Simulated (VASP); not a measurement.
# Be3Ga: relaxation of cell and atoms with PBE

The system is Be3Ga.

```
CELL_PARAMETERS angstrom
3.48329 0.00000 0.00000
0.00000 3.48329 0.00000
0.00000 0.00000 3.48329
ATOMIC_POSITIONS crystal
Be 0.00000 0.50000 0.50000
Be 0.50000 0.00000 0.50000
Be 0.50000 0.50000 0.00000
Ga 0.00000 0.00000 0.00000
```

| Item | Value |
| --- | --- |
| Program | VASP 6.6.1 |
| Task | relaxation of cell and atoms |
| Functional | PBE |
| Potentials or basis | VASP PAW PBE potentials, release 64 (Be, Ga_d) |
| Cutoff | 600 eV |
| k mesh | 14 × 14 × 14 |
| Occupations | gaussian, width 0.1 eV |
| Spin | no spin polarisation |
| Dipole correction | no |
| Further INCAR settings | ALGO = Fast; EDIFF = 1e-07; IBRION = 2; EDIFFG = -0.01; NSW = 100; ISIF = 3 |

| Quantity | Value |
| --- | --- |
| Relaxed volume | 10.50 Å³/atom |
| Relaxed cell | a = 3.476 Å, b = 3.476 Å, c = 3.476 Å, α = 90.00°, β = 90.00°, γ = 90.00° |
| Space group after relaxing (to 0.05 Å) | Pm-3m (No. 221) |
| Energy gained by relaxing | 0.1 meV/atom |
| Ionic steps | 2 |
| Pressure after relaxing | 0.0 GPa |

Step by step:
```
step  energy change (eV)  largest force (eV/Å)  pressure (GPa)  volume (Å³)
   1              0.0000                0.0000           -0.64        42.26
   2             -0.0005                0.0000            0.01        42.00
```

Final structure:
```xyz
4
Lattice="3.4761 0.0000 0.0000 0.0000 3.4761 0.0000 0.0000 0.0000 3.4761" Properties=species:S:1:pos:R:3 pbc="T T T"
Be    0.0000    1.7381    1.7381
Be    1.7381    0.0000    1.7381
Be    1.7381    1.7381    0.0000
Ga    0.0000    0.0000    0.0000
```

Levels at points of the mesh, in eV from the Fermi level:
| k point | band 5 | band 6 | band 7 | band 8 | band 9 | band 10 | band 11 | band 12 | band 13 |
| --- | --- | --- | --- | --- | --- | --- | --- | --- | --- |
| (0.00, 0.00, 0.00) | -15.11 | -11.88 | -2.58 | -2.58 | -2.58 | 1.20 | 2.49 | 2.49 | 7.03 |
| (0.50, 0.00, 0.00) | -15.11 | -9.82 | -8.30 | 0.49 | 0.49 | 0.73 | 0.73 | 2.45 | 2.71 |
| (0.50, 0.50, 0.00) | -15.06 | -7.70 | -6.06 | -6.06 | -5.32 | 3.53 | 3.53 | 3.61 | 4.17 |
| (0.50, 0.50, 0.50) | -15.05 | -4.94 | -4.94 | -4.94 | -4.33 | -4.24 | -0.80 | -0.80 | -0.80 |

It took 2.7 min on 1 thread of Oxide Virtual Turin-like Processor, with other jobs on the host, peak memory 0.19 GiB.

Caveat: the bands computed are all filled at some k points, so no gap is given.
